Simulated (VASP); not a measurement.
# SrC2 (I4/mmm) in VASP: vibrations by perturbation theory with LDA

Aim: the vibrations by perturbation theory of SrC2 with LDA.

All numbers are computed with VASP 6.6.1; they aren't measurements. Logs are shortened: lines on timing, memory, paths and dates and some standing lists are left out, and cuts for length are marked.

### 1 The cell of the first run

It takes space group I4/mmm (No. 139, tetragonal). Conventional cell: a = 3.991 Å, b = 3.991 Å, c = 6.684 Å, α = 90.00°, β = 90.00°, γ = 90.00°. Within 3.6 Å of Sr (site symmetry 4/mmm) lie 10 C at 2.72 to 2.89 Å. C (site symmetry 4mm) has 1 C at 1.25 Å within 1.7 Å.

### 2 Vibrations by perturbation theory, LDA

INCAR

```
PREC = Accurate ; ENCUT = 520
EDIFF = 1E-8 ; ISMEAR = 0
SIGMA = 0.01 ; LREAL = False
LASPH = True ; NELM = 60
ALGO = Normal ; ISIF = 2
LWAVE = False ; LCHARG = False
IBRION = 8 ; NSW = 1
LEPSILON = True
```

KPOINTS

```
regular mesh
0
Gamma
  10 10 10
```

POSCAR

```
SrC2
1.0
   -1.9956982525      1.9956982525      3.3422247653
    1.9956982525     -1.9956982525      3.3422247653
    1.9956982525      1.9956982525     -3.3422247653
Sr C
1 2
Direct
    0.0000000000      0.0000000000      0.0000000000
    0.4063749070      0.4063749070      0.0000000000
    0.5936250930      0.5936250930      0.0000000000
```

Potentials or basis: VASP PAW LDA potentials, release 64 (Sr_sv, C).

The run is started by

```
$ cat potpaw_LDA.64/Sr_sv/POTCAR potpaw_LDA.64/C/POTCAR > POTCAR
$ mpirun -np 1 vasp_std > vasp.out
```

OUTCAR:

```text
PREC = Accurate
   ENCUT = 520
   EDIFF = 1E-8
   ISMEAR = 0
   LREAL = False
   LASPH = True
   NELM = 60
   ISIF = 2
   IBRION = 8
   NSW = 1
   LEPSILON = True

 ion  position               nearest neighbor table
   1  0.000  0.000  0.000-   2 2.72   3 2.72   3 2.89   2 2.89   3 2.89   3 2.89   3 2.89   2 2.89
                             2 2.89   2 2.89
   2  0.406  0.406  0.000-   3 1.25   1 2.72   1 2.89   1 2.89   1 2.89   1 2.89
   3  0.594  0.594  0.000-   2 1.25   1 2.72   1 2.89   1 2.89   1 2.89   1 2.89

  LATTYP: Found a body centered tetragonal cell.
 ALAT       =     3.9913965050
 C/A-ratio  =     1.6747144821

  Lattice vectors:

 A1 = (  -1.9956982525,   1.9956982525,   3.3422247653)
 A2 = (   1.9956982525,  -1.9956982525,   3.3422247653)
 A3 = (   1.9956982525,   1.9956982525,  -3.3422247653)

Analysis of symmetry for initial positions (statically):
=====================================================================
 Subroutine PRICEL returns:
 Original cell was already a primitive cell.

 Routine SETGRP: Setting up the symmetry group for a
 body centered tetragonal supercell.

 Subroutine GETGRP returns: Found 16 space group operations
 (whereof 16 operations were pure point group operations)
 out of a pool of 16 trial point group operations.

The static configuration has the point symmetry D_4h.

Analysis of symmetry for dynamics (positions and initial velocities):
=====================================================================
 Subroutine PRICEL returns:
 Original cell was already a primitive cell.

 Routine SETGRP: Setting up the symmetry group for a
 body centered tetragonal supercell.

 Subroutine GETGRP returns: Found 16 space group operations
 (whereof 16 operations were pure point group operations)
 out of a pool of 16 trial point group operations.

The dynamic configuration has the point symmetry D_4h.

 Subroutine INISYM returns: Found 16 space group operations
 (whereof 16 operations are pure point group operations),
 and found     1 'primitive' translations

----------------------------------------------------------------------------------------

                                     Primitive cell

  volume of cell :      53.2458

  direct lattice vectors                    reciprocal lattice vectors
    -1.995698252  1.995698252  3.342224765     0.000000000  0.250538877  0.149600950
     1.995698252 -1.995698252  3.342224765     0.250538877  0.000000000  0.149600950
     1.995698252  1.995698252 -3.342224765     0.250538877  0.250538877  0.000000000

  length of vectors
     4.374481616  4.374481616  4.374481616     0.291805026  0.291805026  0.354315478

  position of ions in fractional coordinates (direct lattice)
     0.000000000  0.000000000  0.000000000
     0.406374907  0.406374907  0.000000000
     0.593625093  0.593625093  0.000000000

  ion indices of the primitive-cell ions
   primitive index   ion index
                 1           1
                 2           2
                 3           3

----------------------------------------------------------------------------------------

 KPOINTS: regular mesh

Automatic generation of k-mesh.
 Grid dimensions read from file:
 generate k-points for:   10   10   10

 Generating k-lattice:

[... 559 lines left out ...]
 -----------------------------------------------------------------------------
     0.00003  0.00000  0.00000
     0.00000  0.00003  0.00000
     0.00000  0.00000  0.00020

--------------------------------------- Ionic step        4  -------------------------------------------

------------------------ aborting loop because EDIFF is reached ----------------------------------------

[... ionic steps 5 to 5 ...]

--------------------------------------- Ionic step        6  -------------------------------------------

------------------------ aborting loop because EDIFF is reached ----------------------------------------

--------------------------------------- Ionic step        7  -------------------------------------------

------------------------ aborting loop because EDIFF is reached ----------------------------------------

[... ionic steps 8 to 8 ...]

--------------------------------------- Ionic step        9  -------------------------------------------

 Free energy of the ion-electron system (eV)
  ---------------------------------------------------
  ---------------------------------------------------
  free energy    TOTEN  =        -0.13937223 eV

  energy without entropy =       -0.13937223

------------------------ aborting loop because EDIFF is reached ----------------------------------------

 INTERNAL STRAIN TENSOR  FOR ION    2  DIRECTION 3   (eV/Angst):
 -----------------------------------------------------------------------------
    -1.82802  0.00000  0.00000
     0.00000 -1.82802  0.00000
     0.00000  0.00000 90.24207

 MACROSCOPIC STATIC DIELECTRIC TENSOR (including local field effects in DFT)
 ------------------------------------------------------
           3.574595     0.000000     0.000000
           0.000000     3.574595     0.000000
           0.000000     0.000000     4.339402
 ------------------------------------------------------

 PIEZOELECTRIC TENSOR (including local field effects)  for field in x, y, z        (e  Angst)
          XX          YY          ZZ          XY          YZ          ZX
  --------------------------------------------------------------------------------
  x     0.00000     0.00000     0.00000     0.00000     0.00000     0.00000
  y     0.00000     0.00000     0.00000     0.00000     0.00000     0.00000
  z     0.00000     0.00000     0.00000     0.00000     0.00000     0.00000

 PIEZOELECTRIC TENSOR (including local field effects)  for field in x, y, z        (C/m^2)
          XX          YY          ZZ          XY          YZ          ZX
  --------------------------------------------------------------------------------
  x     0.00000     0.00000     0.00000     0.00000     0.00000     0.00000
  y     0.00000     0.00000     0.00000     0.00000     0.00000     0.00000
  z     0.00000     0.00000     0.00000     0.00000     0.00000     0.00000

 BORN EFFECTIVE CHARGES (including local field effects) (in |e|, cummulative output)
 ---------------------------------------------------------------------------------
 ion    1
    1     2.43971     0.00000     0.00000
    2    -0.00000     2.43971     0.00000
    3     0.00000    -0.00000     2.15305
 ion    2
    1    -1.21985     0.00000     0.00000
    2     0.00000    -1.21985     0.00000
    3     0.00000     0.00000    -1.07653
 ion    3
    1    -1.21985     0.00000     0.00000
    2    -0.00000    -1.21985     0.00000
    3     0.00000     0.00000    -1.07653

 INTERNAL STRAIN TENSOR FOR ION    3 for displacements in x,y,z  (eV/Angst):
          X           Y           Z          XY          YZ          ZX
  --------------------------------------------------------------------------------
  x     0.00000     0.00000     0.00000     0.00000     0.00000     2.25945
  y     0.00000    -0.00000     0.00000     0.00000     2.48614     0.00000
  z     1.82802     1.82802   -90.24207     0.00000     0.00000     0.00000

 SECOND DERIVATIVES (NOT SYMMETRIZED)
 ------------------------------------
               1X          1Y          1Z          2X          2Y          2Z          3X          3Y          3Z
  1X    -3.068291   -0.000000    0.000000    1.534146   -0.000000    0.000000    1.534146    0.000000    0.000000
  1Y     0.000000   -3.068291   -0.000000    0.000000    1.534146    0.000000    0.000000    1.534146    0.000000
  1Z     0.000000    0.000000   -4.560916    0.000000    0.000000    2.280458    0.000000   -0.000000    2.280458
  2X     1.535838   -0.000000    0.000000   -2.040136    0.000000    0.000000    0.504298    0.000000    0.000000
  2Y     0.000000    1.535838    0.000000   -0.000000   -2.040136    0.000000    0.000000    0.504298    0.000000
  2Z     0.000000    0.000000    2.275535    0.000000    0.000000  -80.686588    0.000000    0.000000   78.411053
  3X     1.535838   -0.000000    0.000000    0.504298    0.000000    0.000000   -2.040136    0.000000    0.000000
  3Y     0.000000    1.535838    0.000000    0.000000    0.504298    0.000000   -0.000000   -2.040136    0.000000
  3Z     0.000000    0.000000    2.275535    0.000000    0.000000   78.411053    0.000000    0.000000  -80.686588

 Eigenvectors and eigenvalues of the dynamical matrix
 ----------------------------------------------------

   1 f  =   56.897478 THz   357.497395 2PiTHz 1897.895561 cm-1   235.308954 meV
             X         Y         Z           dx          dy          dz
      0.000000  0.000000  0.000000     0.000000   -0.000000   -0.000000
      0.000000  0.000000  2.716393     0.000000   -0.000000   -0.707107
      0.000000  0.000000  3.968057    -0.000000    0.000000    0.707107
[... 43 lines left out ...]
   9 f/i=    0.003413 THz     0.021446 2PiTHz    0.113854 cm-1     0.014116 meV
             X         Y         Z           dx          dy          dz
      0.000000  0.000000  0.000000     0.000000    0.000000    0.885700
      0.000000  0.000000  2.716393     0.000000    0.000000    0.328280
      0.000000  0.000000  3.968057     0.000000    0.000000    0.328280

--------------------------------------------------------------------------------------------------------

 MACROSCOPIC STATIC DIELECTRIC TENSOR IONIC CONTRIBUTION
 ------------------------------------------------------
           6.590221     0.000000    -0.000000
           0.000000     6.590221     0.000000
          -0.000000     0.000000     3.456615
 ------------------------------------------------------

 ELASTIC MODULI CONTR FROM IONIC RELAXATION (kBar)
 Direction    XX          YY          ZZ          XY          YZ          ZX
 --------------------------------------------------------------------------------
 XX          -1.2640     -1.2640     62.3995      0.0000     -0.0000      0.0000
 YY          -1.2640     -1.2640     62.3995      0.0000     -0.0000      0.0000
 ZZ          62.3995     62.3995  -3080.4171      0.0000      0.0000     -0.0000
 XY           0.0000      0.0000      0.0000      0.0000      0.0000      0.0000
 YZ          -0.0000     -0.0000      0.0000      0.0000   -146.1894      0.0000
 ZX           0.0000      0.0000     -0.0000      0.0000      0.0000   -120.7450
 --------------------------------------------------------------------------------

 PIEZOELECTRIC TENSOR IONIC CONTR  for field in x, y, z        (C/m^2)
          XX          YY          ZZ          XY          YZ          ZX
  --------------------------------------------------------------------------------
  x    -0.00000    -0.00000     0.00000     0.00000     0.00000    -0.00000
  y    -0.00000    -0.00000     0.00000     0.00000    -0.00000    -0.00000
  z     0.00000     0.00000     0.00000     0.00000    -0.00000     0.00000
```

Run time: 28 min. Hardware: 1 thread of AMD EPYC 9R45 (Zen 5), shared host; peak memory 0.59 GiB.

Results:

```yaml
Electronic_dielectric_tensor_diagonal: 3.57, 3.57, 4.34
Born_charges_mean_of_the_diagonal: Sr +2.34; C -1.17 e
Highest_phonon_frequency_at_Γ: 1898 cm⁻¹
```

Phonon frequencies in cm⁻¹ (negative: imaginary):
```tsv
q point	frequencies
(0.000, 0.000, 0.000)	0 0 0 210 210 240 240 256 1898
```

Electronic dielectric tensor:
```
3.57 0.00 0.00
0.00 3.57 0.00
0.00 0.00 4.34
```

Born effective charge tensors (e):
atom 1, Sr
```
2.44 0.00 0.00
0.00 2.44 0.00
0.00 0.00 2.15
```
atom 2, C
```
-1.22  0.00  0.00
 0.00 -1.22  0.00
 0.00  0.00 -1.08
```
atom 3, C
```
-1.22  0.00  0.00
 0.00 -1.22  0.00
 0.00  0.00 -1.08
```
